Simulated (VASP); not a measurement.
# Cr (P6/mmm) in VASP: notebook

Runs on Cr. Level: PBE. Tasks: single point.

Everything below comes from runs of VASP 6.6.1. Logs are shortened: lines on timing, memory, paths and dates and some standing lists are left out, and cuts for length are marked.

## (1) The cell of the first run

The structure is hexagonal, space group P6/mmm (No. 191). Conventional cell: a = 2.516 Å, b = 2.516 Å, c = 2.235 Å, α = 90.00°, β = 90.00°, γ = 120.00°. Cr (site symmetry 6/mmm) has 8 Cr at 2.23 to 2.52 Å within 3.0 Å.

This isn't the form of Cr at room conditions, which is bcc.

## (2) Single point, PBE, collinear spin, ferromagnetic start

Input file INCAR:

```
ALGO = Normal ; EDIFF = 1E-7
ENCUT = 520 ; GGA = PE
ISIF = 2 ; ISMEAR = -1
ISPIN = 2 ; LASPH = True
LCHARG = False ; LMAXMIX = 4
LORBIT = 11 ; LREAL = False
LWAVE = False ; MAGMOM = 2
NBANDS = 16 ; NELM = 150
PREC = Accurate ; SIGMA = 0.08
```

Input file KPOINTS:

```
k-points
0
Gamma
  18 18 16
```

Input file POSCAR:

```
Cr
1.0
    2.5158366340      0.0000000000      0.0000000000
   -1.2579183170      2.1787784368      0.0000000000
    0.0000000000      0.0000000000      2.2346354616
Cr
1
Direct
    0.0000000000      0.0000000000      0.0000000000
```

Potentials or basis: VASP PAW PBE potentials, release 64 (Cr_pv).

On the command line:

```
$ cat potpaw_PBE.64/Cr_pv/POTCAR > POTCAR
$ mpirun -np 1 vasp_std > vasp.out
```

OUTCAR:

```text
EDIFF = 1E-7
   ENCUT = 520
   GGA = PE
   ISIF = 2
   ISMEAR = -1
   ISPIN = 2
   LASPH = True
   LORBIT = 11
   LREAL = False
   NELM = 150
   PREC = Accurate

 ion  position               nearest neighbor table
   1  0.000  0.000  0.000-

  LATTYP: Found a hexagonal cell.
 ALAT       =     2.5158366340
 C/A-ratio  =     0.8882275707

  Lattice vectors:

 A1 = (   2.5158366340,   0.0000000000,   0.0000000000)
 A2 = (  -1.2579183170,   2.1787784368,   0.0000000000)
 A3 = (   0.0000000000,   0.0000000000,   2.2346354616)

Analysis of symmetry for initial positions (statically):
=====================================================================
 Subroutine PRICEL returns:
 Original cell was already a primitive cell.

 Routine SETGRP: Setting up the symmetry group for a
 hexagonal supercell.

 Subroutine GETGRP returns: Found 24 space group operations
 (whereof 24 operations were pure point group operations)
 out of a pool of 24 trial point group operations.

The static configuration has the point symmetry D_6h.

Analysis of symmetry for dynamics (positions and initial velocities):
=====================================================================
 Subroutine PRICEL returns:
 Original cell was already a primitive cell.

 Routine SETGRP: Setting up the symmetry group for a
 hexagonal supercell.

 Subroutine GETGRP returns: Found 24 space group operations
 (whereof 24 operations were pure point group operations)
 out of a pool of 24 trial point group operations.

The dynamic configuration has the point symmetry D_6h.

Analysis of structural, dynamic, and magnetic symmetry:
=====================================================================
 Subroutine PRICEL returns:
 Original cell was already a primitive cell.

 Routine SETGRP: Setting up the symmetry group for a
 hexagonal supercell.

 Subroutine GETGRP returns: Found 24 space group operations
 (whereof 24 operations were pure point group operations)
 out of a pool of 24 trial point group operations.

The overall configuration has the point symmetry D_6h.

 Subroutine INISYM returns: Found 24 space group operations
 (whereof 24 operations are pure point group operations),
 and found     1 'primitive' translations

----------------------------------------------------------------------------------------

                                     Primitive cell

  volume of cell :      12.2490

  direct lattice vectors                    reciprocal lattice vectors
     2.515836634  0.000000000  0.000000000     0.397482089  0.229486391  0.000000000
    -1.257918317  2.178778437  0.000000000     0.000000000  0.458972782  0.000000000
     0.000000000  0.000000000  2.234635462     0.000000000  0.000000000  0.447500282
[... 97 lines left out ...]
   ISMEAR =    -1;   SIGMA  =   0.08  broadening in eV -4-tet -1-fermi 0-gaus
   EFERMI_NEDOS =   21; number of points for ismear=-14 and -15
   IALGO  =     38    algorithm
   IMIX   =      4    mixing-type and parameters
     AMIX     =   0.40;   BMIX     =  1.00
     AMIX_MAG =   1.60;   BMIX_MAG =  1.00
  volume/ion in A,a.u.               =      12.25        82.66
  Fermi-wavevector in a.u.,A,eV,Ry     =   1.625928  3.072557 35.968910  2.643640
  Thomas-Fermi vector in A             =   2.718970
   LORBIT       =     11    0 simple, 1 ext, 2 COOP (PROOUT), +10 PAW based schemes
   GGA     = PE    functional components
   LHFCALC =     F    Hartree Fock is set to
   AEXX    =    0.0000 exact exchange contribution
   IVDW    =     0    specifies the selected vdW correction
   LEPSILON=     F    determine dielectric tensor
   LRPA    =     F    only Hartree local field effects (RPA)
 spin polarized calculation
  energy-cutoff  :      520.00
  volume of cell :       12.25
 maximum number of plane-waves:       344
 NGX is ok and might be reduce to    20
   NGX =  9   NGY =  9   NGZ =  9

 number of electron      12.0000009 magnetization      -0.0029865

 number of electron      12.0000009 magnetization       0.0001057

 Free energy of the ion-electron system (eV)
  ---------------------------------------------------
  ext. energy  EPLUGINS =         0.00000000
  ---------------------------------------------------
  free energy    TOTEN  =        -8.78107035 eV

  energy without entropy =       -8.74937914  energy(sigma->0) =       -8.76522475

 E-fermi :  10.1702     XC(G=0): -13.2493

 val. band max:       10.1644812908   @ k =   0.2778   0.2778   0.2500
 cond. band min:      10.1727471831   @ k =   0.3889   0.1111   0.2500
 fundamental gap:      0.0082658923
 Fermi energy:        10.1702466482

 spin component 1

 k-point     1 :       0.0000    0.0000    0.0000
  band No.  band energies     occupation
      1     -32.3878      1.00000
      2     -32.3878      1.00000
      3     -32.1251      1.00000
      4       2.6497      1.00000
      5       6.8831      1.00000
      6       9.5799      0.99938
[... 435 lines left out ...]
      5       7.5642      1.00000
      6       9.4578      0.99986
[... 8 lines left out ...]
     15      40.2502      0.00000
     16      43.5056      0.00000

 [... further k-points ...]

 spin component 2

 k-point     1 :       0.0000    0.0000    0.0000
  band No.  band energies     occupation
      1     -32.3877      1.00000
      2     -32.3877      1.00000
      3     -32.1250      1.00000
      4       2.6497      1.00000
      5       6.8832      1.00000
      6       9.5800      0.99938
[... 435 lines left out ...]
      5       7.5643      1.00000
      6       9.4578      0.99986
[... 8 lines left out ...]
     15      40.2503      0.00000
     16      43.5056      0.00000

 [... further k-points ...]
[... 5 lines left out ...]
  --------------------------------------------------------------------------------------
  -------------------------------------------------------------------------------------
  Total        0.0358666      0.0358666      0.0666410      0.0000000      0.0000000      0.0000000
  in kB        4.6913647      4.6913647      8.7166545      0.0000000      0.0000000      0.0000000
  external PRESSURE =       6.0331280 kB  Pullay stress =       0.0000000 kB

 VOLUME and BASIS-vectors are now :
 -----------------------------------------------------------------------------
  energy-cutoff  :      520.00
  volume of cell :       12.25
      direct lattice vectors                 reciprocal lattice vectors
     2.515836634  0.000000000  0.000000000     0.397482089  0.229486391  0.000000000
    -1.257918317  2.178778437  0.000000000     0.000000000  0.458972782  0.000000000
     0.000000000  0.000000000  2.234635462     0.000000000  0.000000000  0.447500282

 POSITION                                       TOTAL-FORCE (eV/Angst)
 -----------------------------------------------------------------------------------
      0.00000      0.00000      0.00000         0.000000      0.000000      0.000000
 -----------------------------------------------------------------------------------
    total drift:                               -0.000000      0.000000      0.000000

  FREE ENERGIE OF THE ION-ELECTRON SYSTEM (eV)
  ---------------------------------------------------
  free  energy   TOTEN  =        -8.7810703519 eV

  energy  without entropy=       -8.7493791415  energy(sigma->0) =       -8.76522475

 total charge

# of ion       s       p       d       tot
------------------------------------------
    1        0.428   6.328   4.322  11.078

 magnetization (x)

# of ion       s       p       d       tot
------------------------------------------
    1        0.000   0.000   0.000   0.000
```

Run time: 58 s. Hardware: 1 thread of Intel Xeon 6975P-C (Granite Rapids), shared host; peak memory 0.2 GiB.

Results:

* Free energy: -8.7811 eV
* Pressure: 0.6 GPa
* Band gap on the k mesh: zero (filled and empty bands overlap)
* Net moment: 0.00 μB per cell
* Valence electrons inside the program's atomic spheres: Cr 11.08

## (3) Single point, PBE, collinear spin, ferromagnetic start

Input file INCAR:

```
  ALGO = Normal
  EDIFF = 1E-6
  ENCUT = 520
  GGA = PE
  ISIF = 2
  ISMEAR = -1
  ISPIN = 2
  LASPH = T
  LCHARG = F
  LMAXMIX = 4
  LORBIT = 11
  LREAL = F
  LWAVE = F
  MAGMOM = 2
  NBANDS = 16
  NELM = 150
  PREC = Accurate
  SIGMA = 0.08
```

KPOINTS is that of step 2.

Input file POSCAR:

```
Cr
1.0
    2.5152564467      0.0000000000      0.0000000000
   -1.2576282233      2.1782759799      0.0000000000
    0.0000000000      0.0000000000      2.2352063682
Cr
1
Direct
    0.0000000000      0.0000000000      0.0000000000
```

Potentials or basis: VASP PAW PBE potentials, release 64 (Cr_pv).

On the command line:

```
$ cat potpaw_PBE.64/Cr_pv/POTCAR > POTCAR
$ mpirun -np 1 vasp_std > vasp.out
```

Wall time 57 s (1 thread of Intel Xeon 6975P-C (Granite Rapids), shared host); peak memory 0.2 GiB.

The run converged. Its results:

```yaml
Free_energy: -8.7811 eV
Pressure: 0.6 GPa
Band_gap_on_the_k_mesh: zero (filled and empty bands overlap)
Net_moment: 0.00 μB per cell
Valence_electrons_inside_the_program's_atomic_spheres: Cr 11.08
```

Stress tensor (GPa, compression positive):
```
0.55 0.00 0.00
0.00 0.55 0.00
0.00 0.00 0.84
```

Levels at points of the mesh, in eV from the Fermi level:
Spin up:
```tsv
k point	band 3	band 4	band 5	band 6	band 7	band 8	band 9	band 10
(0.00, 0.00, 0.00)	-42.30	-7.52	-3.29	-0.59	-0.59	2.70	2.70	7.55
(0.50, 0.00, 0.00)	-42.22	-4.06	-2.60	0.10	1.21	2.40	2.56	7.53
(0.00, 0.00, 0.50)	-42.41	-2.86	-0.23	0.13	0.13	0.26	0.26	7.55
(0.50, 0.00, 0.50)	-42.58	-4.44	-2.20	-0.55	2.81	3.82	7.55	7.79
```
Spin down:
```csv
k point,band 3,band 4,band 5,band 6,band 7,band 8,band 9,band 10
"(0.00, 0.00, 0.00)",-42.30,-7.52,-3.29,-0.59,-0.59,2.70,2.70,7.55
"(0.50, 0.00, 0.00)",-42.22,-4.06,-2.60,0.10,1.21,2.40,2.56,7.53
"(0.00, 0.00, 0.50)",-42.41,-2.86,-0.23,0.13,0.13,0.26,0.26,7.55
"(0.50, 0.00, 0.50)",-42.58,-4.44,-2.20,-0.55,2.81,3.83,7.55,7.79
```
